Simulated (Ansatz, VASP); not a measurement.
**ZrO5: VASP beside Ansatz**

INCAR

```
PREC = Accurate
ENCUT = 600
EDIFF = 1E-7
ISMEAR = 0
SIGMA = 0.1
LREAL = F
LASPH = T
NELM = 60
ALGO = Normal
ISIF = 3
LWAVE = F
LCHARG = F
GGA = PE
IBRION = 2
NSW = 90
EDIFFG = -0.04
```

Contents of KPOINTS:

```
regular mesh
0
Gamma
  6 6 4
```

File POSCAR:

```
ZrO5
1.0
    4.1472912200      0.0000000000      0.0000000000
   -2.0736456100      3.5916595500      0.0000000000
    0.0000000000      0.0000000000      4.1230867400
Zr O
1 5
Direct
    0.0000000000      0.0000000000      0.5000000000
    0.6700041300      0.0000000000      0.0000000000
    0.3299958700      0.3299958700      0.0000000000
    0.0000000000      0.6700041300      0.0000000000
    0.6666666700      0.3333333300      0.5000000000
    0.3333333300      0.6666666700      0.5000000000
```

Input for Ansatz:

```yaml
crystal:
  lattice:
    - [4.14729122, 0.0, 0.0]
    - [-2.07364561, 3.59165955, 0.0]
    - [0.0, 0.0, 4.12308674]
  atoms:
    - { symbol: Zr, position: [0.0, 0.0, 0.5] }
    - { symbol: O, position: [0.67000413, 0.0, 0.0] }
    - { symbol: O, position: [0.32999587, 0.32999587, 0.0] }
    - { symbol: O, position: [0.0, 0.67000413, 0.0] }
    - { symbol: O, position: [0.66666667, 0.33333333, 0.5] }
    - { symbol: O, position: [0.33333333, 0.66666667, 0.5] }
basis:
  ecutwfc: 420
kpoints:
  mp_grid: { grid: [6, 6, 4] }
hamiltonian:
  xc: pbe
scf:
  occupations: { method: gaussian, width: 0.1 }
  lower_state_search: "off"
output:
  forces: true
  stress: true
  eigenvalues: true
relax:
  adjacent_minimum: "off"
  f_tol: 0.04
  max_steps: 70
  cell: { stress_tol: 0.4 }
```

Change from the starting cell: species swapped into the MgSn5 type (P-62m, No. 189).

Alike in both runs: task relaxation of cell and atoms; functional PBE; k mesh 6 × 6 × 4; occupations gaussian, width 0.1 eV; no spin polarisation.

|  | VASP | Ansatz |
| --- | --- | --- |
| version | VASP 6.6.1 | Ansatz 0.2.0 |
| potentials or method | VASP PAW PBE potentials, release 64 (Zr_sv, O), cutoff 600 eV | scalar-relativistic, plane waves, PAW |
| valence electrons in the cell | 42 | 42 |

|  | VASP | Ansatz | Ansatz less VASP |
| --- | --- | --- | --- |
| gap on the k mesh at the Fermi level, each at its own relaxed structure (eV) | none | none | - |
| relaxed volume (Å³/atom) | 10.26 | 10.47 | +0.213 |
| relaxed cell length with the largest relative difference (Å) | 4.810 | 4.949 | +0.1389 |

A gap of «none» marks a metal or a gap that the smearing closes.

The k mesh is coarse, so the values compare programs but aren't converged.
